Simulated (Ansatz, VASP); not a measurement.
**V in VASP and in Ansatz**

Contents of INCAR:

```
PREC     = Accurate       # precision mode
ENCUT    = 520            # plane-wave cutoff, eV
EDIFF    = 1E-6           # SCF threshold, eV
ISMEAR   = -1             # smearing method
SIGMA    = 0.05           # smearing width, eV
LREAL    = F              # projectors in reciprocal space
LASPH    = T              # aspherical terms in the spheres
NELM     = 150            # most SCF steps
ALGO     = Normal         # electronic algorithm
ISIF     = 2              # what is computed and relaxed
LWAVE    = F              # write WAVECAR
LCHARG   = F              # write CHGCAR
ISPIN    = 2              # spin polarisation
MAGMOM   = 4              # initial moments
LORBIT   = 11             # projections on sites
NUPDOWN  = 4.0            # fixed moment
LMAXMIX  = 4              # l up to which the mixer works
GGA      = PE             # functional
NBANDS   = 16             # bands
```

KPOINTS

```
regular mesh
0
Gamma
  10 10 10
```

The input POSCAR:

```
V
1.0
   -0.0756486300      2.0481251500      1.8548618400
    1.9021292400      0.0263380700      1.7528751400
    1.8823854000      1.9263946100      0.0460819200
V
1
Direct
    0.0000000000      0.0000000000      0.0000000000
```

File input.yaml:

```yaml
crystal:
  lattice:
    - [-0.07564863, 2.04812515, 1.85486184]
    - [1.90212924, 0.02633807, 1.75287514]
    - [1.8823854, 1.92639461, 0.04608192]
  atoms:
    - { symbol: V, position: [0.0, 0.0, 0.0], spin: 4.0 }
hamiltonian:
  xc: pbe
  pseudopotentials: { kind: paw }
magnetization:
  spin_polarized: true
  initial_magnetization: 4.0
  spin_locking: { lock_magnetization: hard }
kpoints:
  mp_grid: { grid: [10, 10, 10] }
scf:
  occupations: { method: fermi_dirac, width: 0.05 }
  lower_state_search: "off"
output:
  forces: true
  stress: true
  eigenvalues: true
  write_density: true
  write_potential: true
  elf: true
  volumetric_format: npy
```

Alike in both runs: task single point; functional PBE; k mesh 10 × 10 × 10; occupations fermi-dirac, width 0.05 eV; collinear spin; fixed moment 4 μB.

|  | VASP | Ansatz |
| --- | --- | --- |
| version | VASP 6.6.1 | Ansatz 0.2.0 |
| potentials or method | VASP PAW PBE potentials, release 64 (V_sv) | Ansatz PAW |
| plane-wave cutoff (eV) | 520 | 420 |
| valence electrons in the cell | 13 | 13 |

|  | VASP | Ansatz | Ansatz less VASP |
| --- | --- | --- | --- |
| net moment per atom (μB) | 4.00 | 4.00 | 0.000 |
| size of the moment on the site where the two differ most (μB) | 3.31 | 3.05 | -0.261 |

Site moments also hang on the region over which each program counts them. With one functional, cell and mesh, what is left measures potentials, basis and numerics.
